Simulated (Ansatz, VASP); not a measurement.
# One calculation of Si2W, two programs

```
Si W
1.0
    -1.61460    1.61460    3.93396
     1.61460   -1.61460    3.93396
     1.61460    1.61460   -3.93396
Si W
2 1
Cartesian
  0.0000 0.0000 2.6320
  0.0000 0.0000 5.2359
  0.0000 0.0000 0.0000
```

Alike in both runs: functional PBE; k mesh 17 × 17 × 17; occupations methfessel-paxton of order 1, width 0.1 eV; no spin polarisation.

Ansatz relaxed the structure, and its values are those at the end. VASP's run is a single point on that final structure, the one shown.

|  | VASP | Ansatz |
| --- | --- | --- |
| version | VASP 6.6.1 | Ansatz 0.2.0 |
| potentials or method | VASP PAW PBE potentials, release 64 (Si, W_sv), cutoff 520 eV | plane-wave PAW DFT |
| valence electrons in the cell | 22 | 22 |

|  | VASP | Ansatz | Ansatz less VASP |
| --- | --- | --- | --- |
| pressure (GPa) | 0.0 | 0.0 | 0.00 |

Neither program's run includes spin-orbit coupling.
